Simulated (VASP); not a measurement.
# Sc: single point with r2SCAN

Crystal: Sc.

```xyz
1
Lattice="0.0000 2.3840 2.3273 2.3840 0.0000 2.3273 2.3840 2.3840 0.0000" Properties=species:S:1:pos:R:3 pbc="T T T"
Sc    0.0000    0.0000    0.0000
```

This cell differs from its parent crystal: strain +0.050 along x and y, +0.025 along z.

```json
{"Program": "VASP 6.6.1", "Task": "single point", "Functional": "r2SCAN", "Potentials or basis": "VASP PAW PBE potentials, release 64 (Sc_sv)", "Cutoff": "520 eV", "k mesh": "18 × 18 × 18", "Occupations": "gaussian, width 0.15 eV", "Spin": "no spin polarisation", "Dipole correction": "no", "Further INCAR settings": "ALGO = Normal; EDIFF = 1e-07; NBANDS = 12"}
```

```
Pressure               : -2.4 GPa
Band gap on the k mesh : zero (an odd number of electrons rules out a gap without spin polarisation)
```

Stress tensor (GPa, compression positive):
```
-2.50  0.00  0.00
 0.00 -2.50  0.00
 0.00  0.00 -2.14
```

Levels at points of the mesh, in eV from the Fermi level:
```tsv
k point	band 1	band 2	band 3	band 4	band 5	band 6	band 7	band 8	band 9	band 10
(0.00, 0.00, 0.00)	-51.77	-29.24	-29.23	-29.23	-5.43	1.65	1.65	1.78	2.94	3.09
(0.50, 0.00, 0.00)	-51.72	-29.56	-29.28	-29.27	-1.75	-0.06	1.51	1.67	3.79	3.87
(0.50, 0.50, 0.00)	-51.70	-29.54	-29.35	-29.35	-1.41	-0.54	1.88	3.85	4.04	4.04
(0.50, 0.00, 0.50)	-51.71	-29.53	-29.36	-29.33	-1.44	-0.47	1.52	3.84	3.98	4.09
```

Run time: 11 min on 1 thread of AMD EPYC 9R45 96-Core Processor (Zen 5) (shared host), peak memory 0.25 GiB.

Caveat: the cell differs from its parent crystal (strain +0.050 along x and y, +0.025 along z); the PAW data sets were made with another functional, which shifts forces and pressure a little.
